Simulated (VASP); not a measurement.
# Li2Se (Fm-3m) in VASP: single point with HSE06

Aim: the single point of Li2Se with HSE06.

All numbers are computed with VASP 6.6.1; they aren't measurements. Logs are shortened: lines on timing, memory, paths and dates and some standing lists are left out, and cuts for length are marked.

### Step 1. The cell of the first run

It takes space group Fm-3m (No. 225, cubic). Conventional cell: a = 5.987 Å, b = 5.987 Å, c = 5.987 Å, α = 90.00°, β = 90.00°, γ = 90.00°. Within 3.4 Å of Li (site symmetry -43m) lie 4 Se at 2.59 Å and 6 Li at 2.99 Å. Within 3.4 Å of Se (site symmetry m-3m) lie 8 Li at 2.59 Å.

### Step 2. Single point, HSE06

Input file POSCAR:

```
Li2Se
1.0
    0.0000000000      2.9934588658      2.9934588658
    2.9934588658      0.0000000000      2.9934588658
    2.9934588658      2.9934588658      0.0000000000
Li Se
2 1
Direct
    0.2500000000      0.2500000000      0.2500000000
    0.7500000000      0.7500000000      0.7500000000
    0.0000000000      0.0000000000      0.0000000000
```

Input file INCAR.step1:

```
SYSTEM = Li2Se
PREC     = Accurate       ! precision mode
ENCUT    = 650            ! plane-wave cutoff, eV
EDIFF    = 1E-5           ! SCF threshold, eV
ISMEAR   = 0              ! smearing method
SIGMA    = 0.01           ! smearing width, eV
LREAL    = .False.        ! projectors in reciprocal space
LASPH    = .True.         ! aspherical terms in the spheres
NELM     = 120            ! most SCF steps
ALGO     = Normal         ! electronic algorithm
ISIF     = 2              ! what is computed and relaxed
LWAVE    = .True.         ! write WAVECAR
LCHARG   = .False.        ! write CHGCAR
NBANDS   = 13             ! bands
GGA      = PE             ! functional
GGA_COMPAT= .False.
```

Input file INCAR.step2:

```
SYSTEM = Li2Se
PREC     = Accurate       ! precision mode
ENCUT    = 650            ! plane-wave cutoff, eV
EDIFF    = 1E-6           ! SCF threshold, eV
ISMEAR   = 0              ! smearing method
SIGMA    = 0.01           ! smearing width, eV
LREAL    = .False.        ! projectors in reciprocal space
LASPH    = .True.         ! aspherical terms in the spheres
NELM     = 120            ! most SCF steps
ALGO     = Normal         ! electronic algorithm
ISIF     = 2              ! what is computed and relaxed
LWAVE    = .False.        ! write WAVECAR
LCHARG   = .False.        ! write CHGCAR
GGA      = PE             ! functional
LHFCALC  = .True.         ! exact exchange
HFSCREEN = 0.2079         ! screening, 1/A
PRECFOCK = Normal       
NBANDS   = 13             ! bands
ISTART   = 1            
GGA_COMPAT= .False.
```

Input file KPOINTS:

```
Automatic mesh
0
Gamma
  6 6 6
  0 0 0
```

Potentials or basis: VASP PAW PBE potentials, release 64 (Li_sv, Se).

On the command line:

```bash
> cat potpaw_PBE.64/Li_sv/POTCAR potpaw_PBE.64/Se/POTCAR > POTCAR
> cp INCAR.step1 INCAR
> mpirun -np 1 vasp_std > vasp.out
> cp INCAR.step2 INCAR
> mpirun -np 1 vasp_std > vasp.out
```

OUTCAR:

```text
SYSTEM = Li2Se
   PREC = Accurate
   ENCUT = 650
   EDIFF = 1E-6
   ISMEAR = 0
   LREAL = .False.
   LASPH = .True.
   NELM = 120
   ISIF = 2
   GGA = PE
   LHFCALC = .True.
   HFSCREEN = 0.2079
   PRECFOCK = Normal
   ISTART = 1

 ion  position               nearest neighbor table
   1  0.250  0.250  0.250-   3 2.59   3 2.59   3 2.59   3 2.59
   2  0.750  0.750  0.750-   3 2.59   3 2.59   3 2.59   3 2.59
   3  0.000  0.000  0.000-   2 2.59   2 2.59   2 2.59   1 2.59   1 2.59   1 2.59   2 2.59   1 2.59

  LATTYP: Found a face centered cubic cell.
 ALAT       =     5.9869177316

  Lattice vectors:

 A1 = (   0.0000000000,   2.9934588658,   2.9934588658)
 A2 = (   2.9934588658,   0.0000000000,   2.9934588658)
 A3 = (   2.9934588658,   2.9934588658,   0.0000000000)

Analysis of symmetry for initial positions (statically):
=====================================================================
 Subroutine PRICEL returns:
 Original cell was already a primitive cell.

 Routine SETGRP: Setting up the symmetry group for a
 face centered cubic supercell.

 Subroutine GETGRP returns: Found 48 space group operations
 (whereof 48 operations were pure point group operations)
 out of a pool of 48 trial point group operations.

The static configuration has the point symmetry O_h .

Analysis of symmetry for dynamics (positions and initial velocities):
=====================================================================
 Subroutine PRICEL returns:
 Original cell was already a primitive cell.

 Routine SETGRP: Setting up the symmetry group for a
 face centered cubic supercell.

 Subroutine GETGRP returns: Found 48 space group operations
 (whereof 48 operations were pure point group operations)
 out of a pool of 48 trial point group operations.

The dynamic configuration has the point symmetry O_h .

 Subroutine INISYM returns: Found 48 space group operations
 (whereof 48 operations are pure point group operations),
 and found     1 'primitive' translations

----------------------------------------------------------------------------------------

                                     Primitive cell

  volume of cell :      53.6475

  direct lattice vectors                    reciprocal lattice vectors
     0.000000000  2.993458866  2.993458866    -0.167030857  0.167030857  0.167030857
     2.993458866  0.000000000  2.993458866     0.167030857 -0.167030857  0.167030857
     2.993458866  2.993458866  0.000000000     0.167030857  0.167030857 -0.167030857

  length of vectors
     4.233390126  4.233390126  4.233390126     0.289305931  0.289305931  0.289305931

  position of ions in fractional coordinates (direct lattice)
     0.250000000  0.250000000  0.250000000
     0.750000000  0.750000000  0.750000000
     0.000000000  0.000000000  0.000000000

  ion indices of the primitive-cell ions
   primitive index   ion index
                 1           1
                 2           2
                 3           3

----------------------------------------------------------------------------------------

 KPOINTS: Automatic mesh

Automatic generation of k-mesh.
 Grid dimensions read from file:
 generate k-points for:    6    6    6

 Generating k-lattice:

  Cartesian coordinates                     Fractional coordinates (reciprocal lattice)
    -0.027838476  0.027838476  0.027838476     0.166666667  0.000000000  0.000000000
     0.027838476 -0.027838476  0.027838476     0.000000000  0.166666667  0.000000000
     0.027838476  0.027838476 -0.027838476     0.000000000  0.000000000  0.166666667

  Length of vectors
     0.048217655  0.048217655  0.048217655

  Shift w.r.t. Gamma in fractional coordinates (k-lattice)
     0.000000000  0.000000000  0.000000000

 Subroutine IBZKPT returns following result:
 ===========================================

 Found     16 irreducible k-points:

 Following reciprocal coordinates:
            Coordinates               Weight
  0.000000  0.000000  0.000000      1.000000
  0.166667  0.000000  0.000000      8.000000
  0.333333  0.000000  0.000000      8.000000
  0.500000  0.000000  0.000000      4.000000
  0.166667  0.166667  0.000000      6.000000
  0.333333  0.166667  0.000000     24.000000
[... 8 lines left out ...]
 -0.333333  0.333333  0.166667     24.000000
 -0.333333  0.500000  0.166667     12.000000
   k-points           NKPTS =     16   k-points in BZ     NKDIM =    216   number of bands    NBANDS=     13
   number of dos      NEDOS =    301   number of ions     NIONS =      3
   total plane-waves  NPLWV =  46656
   dimension x,y,z NGX =    36 NGY =   36 NGZ =   36
   dimension x,y,z NGXF=    72 NGYF=   72 NGZF=   72
   ions per type =               2   1
   NGX,Y,Z   is equivalent  to a cutoff of  14.14, 14.14, 14.14 a.u.
   NGXF,Y,Z  is equivalent  to a cutoff of  28.27, 28.27, 28.27 a.u.
 SYSTEM =  Li2Se
   PREC   = accura    normal or accurate (medium, high low for compatibility)
   ISTART =      1    job   : 0-new  1-cont  2-samecut
   ICHARG =      0    charge: 1-file 2-atom 10-const
   ISPIN  =      1    spin polarized calculation?
   LNONCOLLINEAR =      F non collinear calculations
   LSORBIT =      F    spin-orbit coupling
   LASPH  =      T    aspherical Exc in radial PAW
   ENCUT  =  650.0 eV  47.77 Ry    6.91 a.u.   8.80  8.80  8.80*2*pi/ulx,y,z
   NELM   =    120;   NELMIN=  2; NELMDL=  0     # of ELM steps
   EDIFF  = 0.1E-05   stopping-criterion for ELM
   LREAL  =      F    real-space projection
   EDIFFG = 0.1E-04   stopping-criterion for IOM
   NSW    =      0    number of steps for IOM
   IBRION =     -1    ionic relax: 0-MD 1-quasi-New 2-CG
   NFREE  =      0    steps in history (QN), initial steepest desc. (CG)
   ISIF   =      2    stress and relaxation
   ISYM   =      3    0-nonsym 1-usesym 2-fastsym
   POTIM  = 0.5000    time-step for ionic-motion
   TEBEG  =    0.0;   TEEND  =   0.0 temperature during run
   PSTRESS=    0.0 pullay stress
   NELECT =      12.0000    total number of electrons
   NUPDOWN=      -1.0000    fix difference up-down
   EMIN   =  10.00;   EMAX   =-10.00  energy-range for DOS
   EFERMI =   0.00;   METHOD = LEGACY
   ISMEAR =     0;   SIGMA  =   0.01  broadening in eV -4-tet -1-fermi 0-gaus
   EFERMI_NEDOS =   21; number of points for ismear=-14 and -15
   IALGO  =     38    algorithm
   IMIX   =      1    mixing-type and parameters
     AMIX     =   0.40;   BMIX     =  1.00
     AMIX_MAG =   1.60;   BMIX_MAG =  1.00
  volume/ion in A,a.u.               =      17.88       120.68
  Fermi-wavevector in a.u.,A,eV,Ry     =   0.993769  1.877950 13.436789  0.987576
  Thomas-Fermi vector in A             =   2.125673
   LORBIT       =      0    0 simple, 1 ext, 2 COOP (PROOUT), +10 PAW based schemes
   GGA     = PE    functional components
   LHFCALC =     T    Hartree Fock is set to
   PRECFOCK=normal    Normal, Fast or Accurate (Low or Medium for compatibility)
   ENCUT4O =  -1.0   cutoff for four orbital integrals eV
   NKREDX  =     1    reduce k-point grid by
   NKREDY  =     1    reduce k-point grid by
   NKREDZ  =     1    reduce k-point grid by
   AEXX    =    0.2500 exact exchange contribution
   HFSCREEN=    0.2079 screening length (either q_TF or 0.3 A-1)
   HFSCREENC=   0.2079 screening length for correlation (either q_TF or 0.3 A-1)
   ENCUTFOCK=  -1.0 apply spherical cutoff to Coloumb kernel
   IVDW    =     0    specifies the selected vdW correction
   LEPSILON=     F    determine dielectric tensor
   LRPA    =     F    only Hartree local field effects (RPA)
 non-spin polarized calculation
 Gauss-broadening in eV      SIGMA  =   0.01
  energy-cutoff  :      650.00
  volume of cell :       53.65
 maximum number of plane-waves:      2044
  NGX = 28; NGY = 28; NGZ = 28

 number of electron      11.9999994 magnetization

 Free energy of the ion-electron system (eV)
  ---------------------------------------------------
  ext. energy  EPLUGINS =         0.00000000
  ---------------------------------------------------
  free energy    TOTEN  =       -12.56508845 eV

  energy without entropy =      -12.56508845  energy(sigma->0) =      -12.56508845

 E-fermi :   0.4982     XC(G=0):  -6.9443

 val. band max:        0.3944152109   @ k =   0.0000   0.0000   0.0000
 cond. band min:       4.2195824982   @ k =   0.5000   0.5000   0.0000
 fundamental gap:      3.8251672873
 Fermi energy:         0.4981890473

 k-point     1 :       0.0000    0.0000    0.0000
  band No.  band energies     occupation
      1     -47.3559      2.00000
      2     -47.3298      2.00000
      3     -12.0934      2.00000
      4       0.3944      2.00000
      5       0.3944      2.00000
      6       0.3944      2.00000
      7       4.7831      0.00000
      8       7.0648      0.00000
      9       7.0648      0.00000
     10       7.0648      0.00000
     11      12.1795      0.00000
     12      12.1795      0.00000
     13      12.5664      0.00000

 k-point     2 :       0.1667    0.0000    0.0000
  band No.  band energies     occupation
      1     -47.3540      2.00000
      2     -47.3316      2.00000
      3     -11.9938      2.00000
      4      -0.6914      2.00000
      5       0.2304      2.00000
      6       0.2304      2.00000
      7       5.5361      0.00000
      8       7.4467      0.00000
      9       7.4467      0.00000
     10       7.7325      0.00000
     11      10.6720      0.00000
     12      10.6720      0.00000
     13      12.7485      0.00000
[... 193 lines left out ...]
 k-point    15 :      -0.3333    0.3333    0.1667
  band No.  band energies     occupation
      1     -47.3421      2.00000
      2     -47.3420      2.00000
      3     -11.5535      2.00000
      4      -2.2262      2.00000
      5      -1.3807      2.00000
      6      -0.9031      2.00000
      7       6.5933      0.00000
      8       7.5367      0.00000
      9       9.8252      0.00000
     10      10.3417      0.00000
     11      10.4950      0.00000
     12      12.6076      0.00000
     13      14.3780      0.00000

 k-point    16 :      -0.3333    0.5000    0.1667
  band No.  band energies     occupation
      1     -47.3443      2.00000
      2     -47.3398      2.00000
      3     -11.5193      2.00000
      4      -1.9238      2.00000
      5      -1.4474      2.00000
      6      -1.4133      2.00000
      7       5.5555      0.00000
      8       8.5486      0.00000
      9       9.1338      0.00000
     10      10.9101      0.00000
     11      12.4521      0.00000
     12      13.3641      0.00000
     13      13.7217      0.00000

------------------------ aborting loop because EDIFF is reached ----------------------------------------

  FORCE on cell =-STRESS in cart. coord.  units (eV):
  Direction    XX          YY          ZZ          XY          YZ          ZX
  --------------------------------------------------------------------------------------
  -------------------------------------------------------------------------------------
  Total       -0.1785781     -0.1785781     -0.1785781      0.0000000      0.0000000      0.0000000
  in kB       -5.3332128     -5.3332128     -5.3332128      0.0000000      0.0000000      0.0000000
  external PRESSURE =      -5.3332128 kB  Pullay stress =       0.0000000 kB

 VOLUME and BASIS-vectors are now :
 -----------------------------------------------------------------------------
  energy-cutoff  :      650.00
  volume of cell :       53.65
      direct lattice vectors                 reciprocal lattice vectors
     0.000000000  2.993458866  2.993458866    -0.167030857  0.167030857  0.167030857
     2.993458866  0.000000000  2.993458866     0.167030857 -0.167030857  0.167030857
     2.993458866  2.993458866  0.000000000     0.167030857  0.167030857 -0.167030857

 POSITION                                       TOTAL-FORCE (eV/Angst)
 -----------------------------------------------------------------------------------
      1.49673      1.49673      1.49673        -0.000000     -0.000000     -0.000000
      4.49019      4.49019      4.49019         0.000000      0.000000      0.000000
      0.00000      0.00000      0.00000         0.000000     -0.000000     -0.000000
 -----------------------------------------------------------------------------------
    total drift:                                0.000001      0.000000      0.000000

  FREE ENERGIE OF THE ION-ELECTRON SYSTEM (eV)
  ---------------------------------------------------
  free  energy   TOTEN  =       -12.5650884525 eV

  energy  without entropy=      -12.5650884525  energy(sigma->0) =      -12.56508845
```

Run time: 26 min. Hardware: 1 thread of Intel Xeon Platinum 8488C (Sapphire Rapids), shared host; peak memory 0.34 GiB.

What came out:

```yaml
Free_energy: -12.5651 eV
Pressure: -0.5 GPa
Band_gap_on_the_k_mesh: 3.83 eV (least direct gap 4.39 eV)
```

Levels at points of the mesh, in eV from the valence-band top:
| k point | band 3 | band 4 | band 5 | band 6 | band 7 | band 8 | band 9 | band 10 |
| --- | --- | --- | --- | --- | --- | --- | --- | --- |
| (0.00, 0.00, 0.00) | -12.49 | 0.00 | 0.00 | 0.00 | 4.39 | 6.67 | 6.67 | 6.67 |
| (0.50, 0.00, 0.00) | -12.05 | -3.19 | -0.57 | -0.57 | 6.19 | 6.99 | 6.99 | 9.07 |
| (0.50, 0.50, 0.00) | -11.92 | -2.53 | -1.56 | -1.56 | 3.83 | 7.22 | 11.68 | 11.68 |

Caveat: the PAW data sets were made with another functional, which shifts forces and pressure a little. A k mesh can miss the band edges.
